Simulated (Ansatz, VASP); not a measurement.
## One calculation of P, two programs

```
P
1.0
     1.64774   -5.46504    0.00000
     1.64774    5.46504    0.00000
     0.00000    0.00000    4.54364
P
4
Cartesian
  1.6477 -4.4173 2.6754
  1.6477 4.4173 1.8683
  1.6477 -1.0477 0.4035
  1.6477 1.0477 4.1401
```

Alike in both runs: task single point; functional SVWN5; k mesh 8 × 8 × 6; occupations fermi-dirac, width 0.05 eV; no spin polarisation.

|  | VASP | Ansatz |
| --- | --- | --- |
| version | VASP 6.6.1 | Ansatz 0.2.0 |
| potentials or method | VASP PAW PBE potentials, release 64 (P) | Ansatz PAW |
| plane-wave cutoff (eV) | 500 | 420 |
| valence electrons in the cell | 20 | 20 |

|  | VASP | Ansatz | Ansatz less VASP |
| --- | --- | --- | --- |
| gap on the k mesh at the Fermi level (eV) | 0.01 | 0.02 | +0.007 |
| least direct gap on the mesh (eV) | 0.01 | 0.02 | +0.007 |
| pressure (GPa) | -1.8 | -2.2 | -0.31 |
| traceless stress, the component that is largest in VASP (GPa) | -0.52 | -0.64 | -0.122 |
| rms of the force components (eV/Å) | 0.126 | 0.110 | -0.0162 |

VASP's potentials were made for PBE, not for SVWN5. Atom by atom the forces differ by 0.018 eV/Å (rms over components).
